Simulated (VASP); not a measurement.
Wanted: the native input for a VASP 6.6.1 run.

```yaml
Task: single point
Functional: PBE
Potentials_or_basis: VASP PAW PBE potentials, release 64 (V_sv, Si)
Cutoff: 520 eV
k_mesh: 6 × 6 × 4
Occupations: gaussian, width 0.1 eV
Spin: collinear spin, ferromagnetic start
Starting_moments: "[2.0, 2.0, 2.0, 2.0, 0.0] μB"
Dipole_correction: no
Further_INCAR_settings: ALGO = Fast; EDIFF = 1e-06; NBANDS = 40
```

The structure of V4Si lies in POSCAR:

```
V4Si
1.0
    4.1469669000      0.0000000000      0.0000000000
   -2.0734834500      3.5913786800      0.0000000000
    0.0000000000      0.0000000000      4.6379489000
V Si
4 1
Direct
    0.5000000000      0.0000000000      0.0000000000
    0.0000000000      0.5000000000      0.0000000000
    0.5000000000      0.5000000000      0.0000000000
    0.0000000000      0.0000000000      0.5000000000
    0.0000000000      0.0000000000      0.0000000000
```

The input as run:

INCAR

```
SYSTEM = V4Si
ALGO = Fast
EDIFF = 1E-6
ENCUT = 520
GGA = PE
ISIF = 2
ISMEAR = 0
ISPIN = 2
LASPH = .True.
LCHARG = .False.
LMAXMIX = 4
LORBIT = 11
LREAL = .False.
LWAVE = .False.
MAGMOM = 2 2 2 2 0
NBANDS = 40
NELM = 150
PREC = Accurate
SIGMA = 0.1
```

KPOINTS

```
k-points
0
Gamma
  6 6 4
  0 0 0
```

Potentials or basis: VASP PAW PBE potentials, release 64 (V_sv, Si).

Launch:

```console
$ cat potpaw_PBE.64/V_sv/POTCAR potpaw_PBE.64/Si/POTCAR > POTCAR
$ mpirun -np 1 vasp_std > vasp.out
```

It gave:

```yaml
Pressure: 79.2 GPa
Net_moment: 2.17 μB per cell
Site_moments: V -0.01, +1.89; Si -0.03 μB
Valence_electrons_inside_the_program's_atomic_spheres: V 12.73, 11.38; Si 2.24
```

It took 2.9 min on 1 thread of Intel(R) Xeon(R) Platinum 8259CL CPU @ 2.50GHz (Skylake/Cascade Lake), with other jobs on the host, peak memory 0.26 GiB.
